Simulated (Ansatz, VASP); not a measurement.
# As3Se2: VASP beside Ansatz

INCAR

```
SYSTEM = As3Se2
PREC = Accurate
ENCUT = 600
EDIFF = 1E-7
ISMEAR = 0
SIGMA = 0.1
LREAL = .False.
LASPH = .True.
NELM = 100
ALGO = Normal
ISIF = 3
LWAVE = .False.
LCHARG = .False.
GGA = PE
IBRION = 2
NSW = 90
EDIFFG = -0.04
```

Contents of KPOINTS:

```
Automatic mesh
0
Gamma
  6 6 4
  0 0 0
```

POSCAR

```
As3Se2
1.0
    4.8410696000      0.0000000000      0.0000000000
   -2.4205348000      4.1924892600      0.0000000000
    0.0000000000      0.0000000000      5.9446580500
As Se
3 2
Direct
    0.0000000000      0.0000000000      0.7454000100
    0.0000000000      0.0000000000      0.2545999900
    0.6666666700      0.3333333300      0.0000000000
    0.6666666700      0.3333333300      0.5000000000
    0.3333333300      0.6666666700      0.0000000000
```

Input for Ansatz:

```yaml
crystal:
  lattice:
    - [4.8410696, 0.0, 0.0]
    - [-2.4205348, 4.19248926, 0.0]
    - [0.0, 0.0, 5.94465805]
  atoms:
    - { symbol: As, position: [0.0, 0.0, 0.74540001] }
    - { symbol: As, position: [0.0, 0.0, 0.25459999] }
    - { symbol: As, position: [0.66666667, 0.33333333, 0.0] }
    - { symbol: Se, position: [0.66666667, 0.33333333, 0.5] }
    - { symbol: Se, position: [0.33333333, 0.66666667, 0.0] }
basis:
  ecutwfc: 420
kpoints:
  mp_grid: { grid: [6, 6, 4] }
hamiltonian:
  xc: pbe
scf:
  occupations: { method: gaussian, width: 0.1 }
  lower_state_search: "off"
output:
  forces: true
  stress: true
  eigenvalues: true
relax:
  adjacent_minimum: "off"
  f_tol: 0.04
  max_steps: 70
  cell: { stress_tol: 0.4 }
```

Change from the starting cell: species swapped into the Fe3Ge2 type (P-6m2, No. 187).

Alike in both runs: task relaxation of cell and atoms; functional PBE; k mesh 6 × 6 × 4; occupations gaussian, width 0.1 eV; no spin polarisation.

```csv
,VASP,Ansatz
version,VASP 6.6.1,Ansatz 0.2.0
potentials or method,"VASP PAW PBE potentials, release 64 (As, Se), cutoff 600 eV","scalar-relativistic, plane waves, PAW"
valence electrons in the cell,27,77
```

```csv
,VASP,Ansatz,Ansatz less VASP
"gap on the k mesh at the Fermi level, each at its own relaxed structure (eV)",none,none,-
relaxed volume (Å³/atom),22.28,22.21,-0.076
relaxed cell length with the largest relative difference (Å),4.802,4.791,-0.0110
```

A gap of «none» marks a metal or a gap that the smearing closes. VASP's potentials hold 27 valence electrons a cell and Ansatz's 77, so a difference there can come from the potentials and not from the codes.
